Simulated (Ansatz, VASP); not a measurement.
**NaH: VASP beside Ansatz**

```
Na H
1.0
     0.00000    2.32295    2.43475
     2.32295    0.00000    2.43475
     2.32295    2.32295    0.00000
Na H
1 1
Cartesian
  0.0000 0.0000 0.0000
  2.3229 2.3229 2.4348
```

Change from the starting cell: epitaxial_xy strain -3.1%.

Alike in both runs: task single point; functional PBE; k mesh 10 × 10 × 10; occupations fermi-dirac, width 0.02 eV; no spin polarisation.

```csv
,VASP,Ansatz
version,VASP 6.6.1,Ansatz 0.2.0
potentials or method,"VASP PAW PBE potentials, release 64 (Na_pv, H)","plane waves, PAW"
plane-wave cutoff (eV),520,420
valence electrons in the cell,8,10
```

```csv
,VASP,Ansatz,Ansatz less VASP
gap on the k mesh at the Fermi level (eV),3.86,3.86,+0.002
pressure (GPa),2.0,2.0,+0.02
"traceless stress, the component that is largest in VASP (GPa)",-1.29,-1.28,+0.013
```

With one functional, cell and mesh, what is left measures potentials, basis and numerics. VASP's potentials hold 8 valence electrons a cell and Ansatz's 10, so a difference there can come from the potentials and not from the codes.
